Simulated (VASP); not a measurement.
# KCdI3 in VASP: a series of runs

The runs below take KCdI3 through single point, with r2SCAN.

All numbers are computed with VASP 6.6.1; they aren't measurements. Logs are shortened: lines on timing, memory, paths and dates and some standing lists are left out, and cuts for length are marked.

## Step 1: The cell of the first run

Symmetry: P4/mmm, No. 123, tetragonal system. The conventional cell has a = 5.937 Å, b = 5.937 Å, c = 5.996 Å, α = 90.00°, β = 90.00°, γ = 90.00°. K (site symmetry 4/mmm) has 12 I at 4.20 to 4.22 Å and 8 Cd at 5.16 Å within 5.5 Å. Cd (site symmetry 4/mmm) has 6 I at 2.97 to 3.00 Å within 3.9 Å. Within 3.9 Å of I (site symmetry 4/mmm) lie 2 Cd at 3.00 Å. Within 3.9 Å of I (site symmetry mmm) lie 2 Cd at 2.97 Å.

## Step 2: Single point, r2SCAN (uniaxial z strain +1.0%)

POSCAR

```
KCdI3
1.0
    5.9369852929      0.0000000000      0.0000000000
    0.0000000000      5.9369852929      0.0000000000
    0.0000000000      0.0000000000      5.9963551458
K Cd I
1 1 3
Direct
    0.0000000000      0.0000000000      0.0000000000
    0.5000000000      0.5000000000      0.5000000000
    0.5000000000      0.5000000000      0.0000000000
    0.5000000000      0.0000000000      0.5000000000
    0.0000000000      0.5000000000      0.5000000000
```

INCAR.step1

```
PREC = Accurate
ENCUT = 520
ISMEAR = -1
SIGMA = 0.02
LREAL = F
LASPH = T
NELM = 80
NBANDS = 29
GGA = PE
ALGO = Normal
EDIFF = 1E-4
LWAVE = T
LCHARG = F
```

INCAR.step2

```
PREC = Accurate
ENCUT = 520
EDIFF = 1E-6
ISMEAR = -1
SIGMA = 0.02
LREAL = F
LASPH = T
NELM = 80
ALGO = Normal
ISIF = 2
LWAVE = F
LCHARG = F
METAGGA = R2SCAN
LMIXTAU = T
NBANDS = 29
ISTART = 1
```

KPOINTS

```
Automatic mesh
0
Gamma
  4 4 4
```

Potentials or basis: VASP PAW PBE potentials, release 64 (K_sv, Cd, I).

Command:

```bash
cat potpaw_PBE.64/K_sv/POTCAR potpaw_PBE.64/Cd/POTCAR potpaw_PBE.64/I/POTCAR > POTCAR
cp INCAR.step1 INCAR
mpirun -np 1 vasp_std > vasp.out
cp INCAR.step2 INCAR
mpirun -np 1 vasp_std > vasp.out
```

OUTCAR:

```text
PREC = Accurate
   ENCUT = 520
   EDIFF = 1E-6
   ISMEAR = -1
   LREAL = F
   LASPH = T
   NELM = 80
   ISIF = 2
   METAGGA = R2SCAN
   ISTART = 1

 ion  position               nearest neighbor table
   1  0.000  0.000  0.000-
   2  0.500  0.500  0.500-   4 2.97   5 2.97   4 2.97   5 2.97   3 3.00   3 3.00
   3  0.500  0.500  0.000-   2 3.00   2 3.00
   4  0.500  0.000  0.500-   2 2.97   2 2.97
   5  0.000  0.500  0.500-   2 2.97   2 2.97

  LATTYP: Found a simple tetragonal cell.
 ALAT       =     5.9369852929
 C/A-ratio  =     1.0100000000

  Lattice vectors:

 A1 = (   5.9369852929,   0.0000000000,   0.0000000000)
 A2 = (   0.0000000000,   5.9369852929,   0.0000000000)
 A3 = (   0.0000000000,   0.0000000000,   5.9963551458)

Analysis of symmetry for initial positions (statically):
=====================================================================
 Subroutine PRICEL returns:
 Original cell was already a primitive cell.

 Routine SETGRP: Setting up the symmetry group for a
 simple tetragonal supercell.

 Subroutine GETGRP returns: Found 16 space group operations
 (whereof 16 operations were pure point group operations)
 out of a pool of 16 trial point group operations.

The static configuration has the point symmetry D_4h.

Analysis of symmetry for dynamics (positions and initial velocities):
=====================================================================
 Subroutine PRICEL returns:
 Original cell was already a primitive cell.

 Routine SETGRP: Setting up the symmetry group for a
 simple tetragonal supercell.

 Subroutine GETGRP returns: Found 16 space group operations
 (whereof 16 operations were pure point group operations)
 out of a pool of 16 trial point group operations.

The dynamic configuration has the point symmetry D_4h.

 Subroutine INISYM returns: Found 16 space group operations
 (whereof 16 operations are pure point group operations),
 and found     1 'primitive' translations

----------------------------------------------------------------------------------------

                                     Primitive cell

  volume of cell :     211.3583

  direct lattice vectors                    reciprocal lattice vectors
[... 83 lines left out ...]
   LASPH  =      T    aspherical Exc in radial PAW
   ENCUT  =  520.0 eV  38.22 Ry    6.18 a.u.  11.04 11.04 11.15*2*pi/ulx,y,z
   NELM   =     80;   NELMIN=  2; NELMDL=  0     # of ELM steps
   EDIFF  = 0.1E-05   stopping-criterion for ELM
   LREAL  =      F    real-space projection
   EDIFFG = 0.1E-04   stopping-criterion for IOM
   NSW    =      0    number of steps for IOM
   IBRION =     -1    ionic relax: 0-MD 1-quasi-New 2-CG
   NFREE  =      0    steps in history (QN), initial steepest desc. (CG)
   ISIF   =      2    stress and relaxation
   ISYM   =      2    0-nonsym 1-usesym 2-fastsym
   POTIM  = 0.5000    time-step for ionic-motion
   TEBEG  =    0.0;   TEEND  =   0.0 temperature during run
   PSTRESS=    0.0 pullay stress
   NELECT =      42.0000    total number of electrons
   NUPDOWN=      -1.0000    fix difference up-down
   EMIN   =  10.00;   EMAX   =-10.00  energy-range for DOS
   EFERMI =   0.00;   METHOD = LEGACY
   ISMEAR =    -1;   SIGMA  =   0.02  broadening in eV -4-tet -1-fermi 0-gaus
   EFERMI_NEDOS =   21; number of points for ismear=-14 and -15
   IALGO  =     38    algorithm
   IMIX   =      4    mixing-type and parameters
     AMIX     =   0.40;   BMIX     =  1.00
     AMIX_MAG =   1.60;   BMIX_MAG =  1.00
  volume/ion in A,a.u.               =      42.27       285.26
  Fermi-wavevector in a.u.,A,eV,Ry     =   0.955326  1.805304 12.417321  0.912647
  Thomas-Fermi vector in A             =   2.084153
   LORBIT       =      0    0 simple, 1 ext, 2 COOP (PROOUT), +10 PAW based schemes
   METAGGA = R2SCAN    functional components
   LHFCALC =     F    Hartree Fock is set to
   AEXX    =    0.0000 exact exchange contribution
   IVDW    =     0    specifies the selected vdW correction
   LEPSILON=     F    determine dielectric tensor
   LRPA    =     F    only Hartree local field effects (RPA)
 non-spin polarized calculation
  energy-cutoff  :      520.00
  volume of cell :      211.36
 maximum number of plane-waves:      5720
 NGX is ok and might be reduce to    48
   NGX = 23   NGY = 23   NGZ = 23

 number of electron      42.0000005 magnetization

 Free energy of the ion-electron system (eV)
  ---------------------------------------------------
  ext. energy  EPLUGINS =         0.00000000
  ---------------------------------------------------
  free energy    TOTEN  =      -104.82685345 eV

  energy without entropy =     -104.82646241  energy(sigma->0) =     -104.82665793

 E-fermi :   0.6551     XC(G=0):  -7.9468

 val. band max:        0.5688855093   @ k =   0.5000   0.5000   0.5000
 cond. band min:       0.7087978311   @ k =   0.0000   0.0000   0.0000
 fundamental gap:      0.1399123218
 Fermi energy:         0.6551498959

 k-point     1 :       0.0000    0.0000    0.0000
  band No.  band energies     occupation
      1     -30.4683      2.00000
      2     -13.1487      2.00000
      3     -13.1476      2.00000
      4     -13.1476      2.00000
      5     -11.5773      2.00000
      6     -10.9976      2.00000
[... 565 lines left out ...]
     28       7.7661      0.00000
     29       7.8006      0.00000

------------------------ aborting loop because EDIFF is reached ----------------------------------------

  FORCE on cell =-STRESS in cart. coord.  units (eV):
  Direction    XX          YY          ZZ          XY          YZ          ZX
  --------------------------------------------------------------------------------------
  -------------------------------------------------------------------------------------
  Total       -0.0849877     -0.0849877     -0.3908011      0.0000000      0.0000000      0.0000000
  in kB       -0.6442395     -0.6442395     -2.9624228      0.0000000      0.0000000      0.0000000
  external PRESSURE =      -1.4169672 kB  Pullay stress =       0.0000000 kB

 VOLUME and BASIS-vectors are now :
 -----------------------------------------------------------------------------
  energy-cutoff  :      520.00
  volume of cell :      211.36
      direct lattice vectors                 reciprocal lattice vectors
     5.936985293  0.000000000  0.000000000     0.168435654  0.000000000  0.000000000
     0.000000000  5.936985293  0.000000000     0.000000000  0.168435654  0.000000000
     0.000000000  0.000000000  5.996355146     0.000000000  0.000000000  0.166767974

 POSITION                                       TOTAL-FORCE (eV/Angst)
 -----------------------------------------------------------------------------------
      0.00000      0.00000      0.00000         0.000000      0.000000      0.000000
      2.96849      2.96849      2.99818         0.000000      0.000000      0.000000
      2.96849      2.96849      0.00000         0.000000      0.000000      0.000000
      2.96849      0.00000      2.99818         0.000000      0.000000      0.000000
      0.00000      2.96849      2.99818         0.000000      0.000000      0.000000
 -----------------------------------------------------------------------------------
    total drift:                                0.000000     -0.000000     -0.000000

  FREE ENERGIE OF THE ION-ELECTRON SYSTEM (eV)
  ---------------------------------------------------
  free  energy   TOTEN  =      -104.8268534540 eV

  energy  without entropy=     -104.8264624096  energy(sigma->0) =     -104.82665793
```

OSZICAR.step1:

```text
N       E                     dE             d eps       ncg     rms          rms(c)
DAV:   1     0.270783285227E+03    0.27078E+03   -0.17474E+04  1044   0.123E+03
DAV:   2     0.715765266516E+01   -0.26363E+03   -0.25678E+03  1286   0.274E+02
DAV:   3    -0.106000062840E+02   -0.17758E+02   -0.17694E+02  1331   0.682E+01
DAV:   4    -0.112625065821E+02   -0.66250E+00   -0.66165E+00  1772   0.103E+01
DAV:   5    -0.112670934587E+02   -0.45869E-02   -0.45864E-02  1350   0.949E-01    0.604E+00
DAV:   6    -0.106846589922E+02    0.58243E+00   -0.98001E-01  1164   0.715E+00    0.523E+00
DAV:   7    -0.106021122174E+02    0.82547E-01   -0.45443E-01  1295   0.301E+00    0.232E+00
DAV:   8    -0.106038242740E+02   -0.17121E-02   -0.58577E-02  1242   0.193E+00    0.545E-01
DAV:   9    -0.106040853155E+02   -0.26104E-03   -0.11198E-02  1280   0.858E-01    0.115E-01
DAV:  10    -0.106037487163E+02    0.33660E-03   -0.18492E-03  1356   0.333E-01    0.609E-02
DAV:  11    -0.106038613573E+02   -0.11264E-03   -0.99799E-04  1250   0.194E-01    0.436E-02
DAV:  12    -0.106037889690E+02    0.72388E-04   -0.25891E-04  1190   0.120E-01
   1 F= -.10603789E+02 E0= -.10602741E+02  d E =-.209552E-02
```

It took 3.3 min on 1 thread of Intel Xeon 6975P-C (Granite Rapids), shared host; peak memory 0.42 GiB.

Results:

```
Free energy            : -104.8269 eV
Pressure               : -0.1 GPa
Band gap on the k mesh : 0.14 eV, indirect (least direct gap 0.65 eV)
```

Levels at points of the mesh, in eV from the valence-band top:
```tsv
k point	band 19	band 20	band 21	band 22	band 23	band 24
(0.00, 0.00, 0.00)	-0.52	-0.52	-0.51	0.14	3.96	5.64
(0.50, 0.00, 0.00)	-0.97	-0.64	-0.63	3.01	5.33	5.60
(0.50, 0.50, 0.00)	-1.08	-0.20	-0.02	4.56	5.48	5.48
(0.00, 0.00, 0.50)	-0.97	-0.63	-0.63	2.88	5.28	5.62
(0.50, 0.00, 0.50)	-1.05	-0.23	-0.04	4.47	5.43	5.51
(0.50, 0.50, 0.50)	-0.02	-0.02	0.00	4.44	4.72	4.81
```

Caveat: the cell differs from its parent crystal (uniaxial z strain +1.0%); the PAW data sets were made with another functional, which shifts forces and pressure a little; spin-orbit coupling is left out, which moves the levels of the heavy elements. A k mesh can miss the band edges.

## Step 3: Single point, r2SCAN (shear xy strain +2.0%)

Edit POSCAR of step 2 so:

```diff
@@ -2,5 +2,5 @@
 1.0
-    5.9369852929      0.0000000000      0.0000000000
-    0.0000000000      5.9369852929      0.0000000000
-    0.0000000000      0.0000000000      5.9963551458
+    5.9369852929      0.0593698529      0.0000000000
+    0.0593698529      5.9369852929      0.0000000000
+    0.0000000000      0.0000000000      5.9369852929
 K Cd I
```

INCAR.step1

```
SYSTEM = KCdI3
  ALGO = Normal
  EDIFF = 1E-4
  ENCUT = 520
  GGA = PE
  ISMEAR = -1
  LASPH = .TRUE.
  LCHARG = .FALSE.
  LREAL = .FALSE.
  LWAVE = .TRUE.
  NBANDS = 29
  NELM = 80
  PREC = Accurate
  SIGMA = 0.02
```

INCAR.step2

```
SYSTEM = KCdI3
  ALGO = Normal
  EDIFF = 1E-6
  ENCUT = 520
  ISIF = 2
  ISMEAR = -1
  ISTART = 1
  LASPH = .TRUE.
  LCHARG = .TRUE.
  LELF = .TRUE.
  LMIXTAU = .TRUE.
  LREAL = .FALSE.
  LVHAR = .TRUE.
  LWAVE = .FALSE.
  METAGGA = R2SCAN
  NBANDS = 29
  NELM = 80
  PREC = Accurate
  SIGMA = 0.02
```

KPOINTS

```
k-points
0
G
  4 4 4
  0 0 0
```

Potentials or basis: VASP PAW PBE potentials, release 64 (K_sv, Cd, I).

Command:

```bash
cat potpaw_PBE.64/K_sv/POTCAR potpaw_PBE.64/Cd/POTCAR potpaw_PBE.64/I/POTCAR > POTCAR
cp INCAR.step1 INCAR
mpirun -np 1 vasp_std > vasp.out
cp INCAR.step2 INCAR
mpirun -np 1 vasp_std > vasp.out
```

Run time: 6.3 min. Hardware: 1 thread of Intel Xeon Platinum 8259CL at 2.50GHz (Skylake/Cascade Lake), shared host; peak memory 0.44 GiB.

The run converged. Its results:

- Free energy: -104.8259 eV
- Pressure: 0.1 GPa
- Band gap on the k mesh: 0.15 eV, indirect (least direct gap 0.63 eV)

Stress tensor (GPa, compression positive):
```
 0.08 -0.17  0.00
-0.17  0.08  0.00
 0.00  0.00  0.07
```

Levels at points of the mesh, in eV from the valence-band top:
| k point | band 18 | band 19 | band 20 | band 21 | band 22 | band 23 | band 24 | band 25 |
| --- | --- | --- | --- | --- | --- | --- | --- | --- |
| (0.00, 0.00, 0.00) | -0.76 | -0.56 | -0.53 | -0.48 | 0.15 | 3.96 | 5.63 | 5.64 |
| (0.50, 0.00, 0.00) | -1.08 | -0.99 | -0.64 | -0.64 | 3.00 | 5.31 | 5.61 | 6.77 |
| (0.50, 0.50, 0.00) | -1.11 | -1.07 | -0.22 | -0.02 | 4.55 | 5.46 | 5.51 | 5.97 |
| (0.00, 0.00, 0.50) | -1.07 | -0.99 | -0.72 | -0.56 | 3.00 | 5.31 | 5.61 | 6.77 |
| (0.50, 0.00, 0.50) | -1.09 | -1.09 | -0.21 | -0.03 | 4.55 | 5.48 | 5.48 | 5.97 |
| (0.50, 0.50, 0.50) | -0.20 | -0.02 | -0.01 | 0.00 | 4.42 | 4.74 | 4.79 | 4.83 |

Caveat: the cell differs from its parent crystal (shear xy strain +2.0%); the PAW data sets were made with another functional, which shifts forces and pressure a little; spin-orbit coupling is left out, which moves the levels of the heavy elements.
